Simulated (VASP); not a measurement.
A run of VASP 6.6.1:

The input INCAR:

```
ALGO     = Fast           # electronic algorithm
EDIFF    = 1E-7           # SCF threshold, eV
ENCUT    = 520            # plane-wave cutoff, eV
GGA      = PE             # functional
ISIF     = 2              # what is computed and relaxed
ISMEAR   = 0              # smearing method
LASPH    = T              # aspherical terms in the spheres
LCHARG   = F              # write CHGCAR
LREAL    = F              # projectors in reciprocal space
LWAVE    = F              # write WAVECAR
NBANDS   = 35             # bands
NELM     = 60             # most SCF steps
PREC     = Accurate       # precision mode
SIGMA    = 0.1            # smearing width, eV
```

Contents of KPOINTS:

```
k-points
0
Gamma
  10 10 6
```

The input POSCAR:

```
Sn2PbO2
1.0
    4.1579133219      0.0000000000      0.0000000000
    0.0000000000      4.1579133219      0.0000000000
    0.0000000000      0.0000000000      6.4735045691
Sn Pb O
2 1 2
Direct
    0.5000000000      0.5000000000      0.5000000000
    0.0000000000      0.0000000000      0.0000000000
    0.0000000000      0.0000000000      0.5000000000
    0.5000000000      0.5000000000      0.1913856827
    0.5000000000      0.5000000000      0.8086143173
```

Potentials or basis: VASP PAW PBE potentials, release 64 (Sn_d, Pb_d, O).

Launch:

```sh
$ cat potpaw_PBE.64/Sn_d/POTCAR potpaw_PBE.64/Pb_d/POTCAR potpaw_PBE.64/O/POTCAR > POTCAR
$ mpirun -np 1 vasp_std > vasp.out
```

Hardware: 1 thread of Oxide Virtual Turin-like Processor (shared host).

Problem. How long does it take, and how much memory?

Solution. Wall time 13 min on 1 thread of Oxide Virtual Turin-like Processor, on a shared host, peak memory 0.39 GiB. Counts: scf iterations 22, k points 84.
